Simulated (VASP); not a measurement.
Wanted: the native input for a VASP 6.6.1 run.

```yaml
Task: relaxation of cell and atoms
Functional: PBEsol
Potentials_or_basis: VASP PAW PBE potentials, release 64 (Ga_d)
Cutoff: 600 eV
k_mesh: 10 × 8 × 7
Occupations: fermi-dirac, width 0.05 eV
Spin: no spin polarisation
Target_pressure: 30 GPa
Dipole_correction: no
Further_INCAR_settings: ALGO = Normal; EDIFF = 1e-07; IBRION = 2; EDIFFG = -0.01; NSW = 80; ISIF = 3
```

The structure of Ga lies in POSCAR:

```
Ga
1.0
    2.7784220849      0.0000000000      0.0000000000
    0.0000000000      3.2816087900      0.0000000000
   -1.3434310986      0.0000000000      3.9902731763
Ga
2
Direct
    0.1345962700      0.7500000000      0.7701668300
    0.8654037300      0.2500000000      0.2298331700
```

One way to write it, as run:

INCAR

```
SYSTEM = Ga
PREC = Accurate ; ENCUT = 600
EDIFF = 1E-7 ; ISMEAR = -1
SIGMA = 0.05 ; LREAL = .False.
LASPH = .True. ; NELM = 60
ALGO = Normal ; ISIF = 3
LWAVE = .False. ; LCHARG = .False.
GGA = PS ; IBRION = 2
NSW = 80 ; EDIFFG = -0.01
PSTRESS = 300.0
```

KPOINTS

```
Automatic mesh
0
Gamma
  10 8 7
  0 0 0
```

Potentials or basis: VASP PAW PBE potentials, release 64 (Ga_d).

Launch:

```console
$ cat potpaw_PBE.64/Ga_d/POTCAR > POTCAR
$ mpirun -np 1 vasp_std > vasp.out
```

It gave:

```
Relaxed volume                                             : 13.77 Å³/atom
Relaxed cell                                               : a = 2.532 Å, b = 2.831 Å, c = 4.049 Å, α = 90.00°, β = 108.34°, γ = 90.00°
Space group after relaxing (to 0.1 Å)                      : Cmcm (No. 63)
Energy change on relaxing (the run minimises the enthalpy) : +301.7 meV/atom
Ionic steps                                                : 24
Pressure after relaxing                                    : 30.0 GPa
Largest force after relaxing                               : 0.003 eV/Å
Band gap on the k mesh                                     : zero (bands 13 and 14 overlap by 11.36 eV)
```

Caveat: the cell is relaxed towards a set pressure, so the run minimises the enthalpy, not the energy; the volume moved by over 15 % at a fixed basis, so the end points are rough; the PAW data sets were made with another functional, which shifts forces and pressure a little.

Wall time 21 min on 1 thread of Intel(R) Xeon(R) Platinum 8488C (Sapphire Rapids), with other jobs on the host, peak memory 0.27 GiB.
